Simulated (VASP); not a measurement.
Input of a VASP 6.6.1 run:

File INCAR:

```
PREC = Accurate
ENCUT = 600
EDIFF = 1E-6
ISMEAR = -1
SIGMA = 0.08
LREAL = F
LASPH = T
NELM = 60
ALGO = Normal
ISIF = 3
LWAVE = F
LCHARG = F
GGA = PS
IBRION = 2
NSW = 100
EDIFFG = -0.002
```

File KPOINTS:

```
regular mesh
0
Gamma
  26 26 26
```

File POSCAR:

```
In
1.0
   -1.6254700000      1.6254700000      2.4737000000
    1.6254700000     -1.6254700000      2.4737000000
    1.6254700000      1.6254700000     -2.4737000000
In
1
Direct
    0.0000000000      0.0000000000      0.0000000000
```

Potentials or basis: VASP PAW PBE potentials, release 64 (In_d).

Run with:

```console
$ cat potpaw_PBE.64/In_d/POTCAR > POTCAR
$ mpirun -np 1 vasp_std > vasp.out
```

(1) Estimate the relaxed volume.

(2) Predict the space group after relaxing (to 0.1 Å).

(3) Estimate the relaxed cell.

## Answers

(1) 25.58 Å³/atom.

(2) I4/mmm (No. 139).

(3) a = 3.355 Å, b = 3.355 Å, c = 3.355 Å, α = 122.56°, β = 122.56°, γ = 85.62°.

Caveat: the PAW data sets were made with another functional, which shifts forces and pressure a little.
